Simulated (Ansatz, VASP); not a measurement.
## One calculation of K2CdSe2O6, two programs

```
K Cd Se O
1.0
     2.84875    1.64473    6.31620
    -2.84875    1.64473    6.31620
     0.00000   -3.28945    6.31620
K Cd Se O
2 1 2 6
Direct
  0.80393 0.80393 0.80393
  0.19607 0.19607 0.19607
  0.00000 0.00000 0.00000
  0.62397 0.62397 0.62397
  0.37603 0.37603 0.37603
  0.74196 0.27626 0.74196
  0.74196 0.74196 0.27626
  0.27626 0.74196 0.74196
  0.25804 0.72374 0.25804
  0.72374 0.25804 0.25804
  0.25804 0.25804 0.72374
```

Alike in both runs: task electric field gradients; functional PBE; k mesh 5 × 5 × 5; occupations fermi-dirac, width 0.02 eV; no spin polarisation.

|  | VASP | Ansatz |
| --- | --- | --- |
| version | VASP 6.6.1 | Ansatz 0.2.0 |
| potentials or method | VASP PAW PBE potentials, release 64 (K_sv, Cd, Se, O) | plane-wave PAW, scalar-relativistic |
| plane-wave cutoff (eV) | 520 | 420 |
| valence electrons in the cell | 78 | 106 |

|  | VASP | Ansatz | Ansatz less VASP |
| --- | --- | --- | --- |
| gap on the k mesh at the Fermi level (eV) | 3.83 | 3.85 | +0.022 |
| pressure (GPa) | 6.2 | 5.3 | -0.88 |
| traceless stress, the component that is largest in VASP (GPa) | -1.64 | -1.34 | +0.302 |
| rms of the force components (eV/Å) | 0.677 | 0.557 | -0.1197 |
| size of Vzz on the site where it differs most (V/Å²) | 305.3 | 321.0 | +15.73 |

Atom by atom the forces differ by 0.120 eV/Å (rms over components). The functional is the same, so the differences come from potentials, cutoffs and numerics. VASP's potentials hold 78 valence electrons a cell and Ansatz's 106, so a difference there can come from the potentials and not from the codes.
